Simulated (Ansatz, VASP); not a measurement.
## C: VASP beside Ansatz

```
C
1.0
     0.00000    1.78578    1.78578
     1.78578    0.00000    1.78578
     1.78578    1.78578    0.00000
C
2
Direct
  0.00000 0.00000 0.00000
  0.25000 0.25000 0.25000
```

Alike in both runs: task single point; functional PBE; k mesh 22 × 22 × 22; occupations gaussian, width 0.05 eV; no spin polarisation.

|  | VASP | Ansatz |
| --- | --- | --- |
| version | VASP 6.6.1 | Ansatz 0.2.0 |
| potentials or method | VASP PAW PBE potentials, release 64 (C), cutoff 520 eV | scalar-relativistic, plane waves, PAW |
| valence electrons in the cell | 8 | 8 |

```csv
,VASP,Ansatz,Ansatz less VASP
gap on the k mesh at the Fermi level (eV),4.12,4.13,+0.007
least direct gap on the mesh (eV),5.58,5.58,+0.004
pressure (GPa),0.7,0.0,-0.66
```
